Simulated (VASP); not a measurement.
# NaF (Villiaumite): single point with PBE

The system is NaF (Villiaumite).

```xyz
2
Lattice="0.0660 2.2972 2.2972 2.2972 0.0660 2.2972 2.3633 2.3633 0.0000" Properties=species:S:1:pos:R:3 pbc="T T T"
Na    0.0000    0.0000    0.0000
F     2.3633    2.3633    2.2972
```

This cell differs from its parent crystal: shear xy strain +5.8%.

```json
{
 "Program": "VASP 6.6.1",
 "Task": "single point",
 "Functional": "PBE",
 "Potentials or basis": "VASP PAW PBE potentials, release 64 (Na_pv, F)",
 "Cutoff": "520 eV",
 "k mesh": "10 × 10 × 10",
 "Occupations": "fermi-dirac, width 0.02 eV",
 "Spin": "no spin polarisation"
}
```

```json
{"Pressure": "3.5 GPa", "Band gap on the k mesh": "6.35 eV, direct"}
```

Stress tensor (GPa, compression positive):
```
 3.55 -1.56  0.00
-1.56  3.55  0.00
 0.00  0.00  3.42
```

Levels at points of the mesh, in eV from the valence-band top:
```csv
k point,band 4,band 5,band 6,band 7,band 8,band 9,band 10,band 11
"(0.00, 0.00, 0.00)",-18.97,-0.16,-0.09,0.00,6.35,18.38,19.10,19.81
"(0.50, 0.00, 0.00)",-18.22,-1.71,-0.44,-0.36,10.87,12.85,19.74,20.29
"(0.50, 0.50, 0.00)",-19.03,-1.40,-0.62,-0.37,13.13,13.28,13.97,19.34
"(0.00, 0.00, 0.50)",-18.19,-1.76,-0.35,-0.25,10.84,12.36,20.35,20.94
"(0.50, 0.00, 0.50)",-19.02,-1.40,-0.50,-0.50,13.28,13.31,13.77,20.02
```

Wall time 16 s on 1 thread of Intel(R) Xeon(R) 6975P-C (Granite Rapids) (shared host), peak memory 0.17 GiB.

Caveat: the cell differs from its parent crystal (shear xy strain +5.8%). A k mesh can miss the band edges.
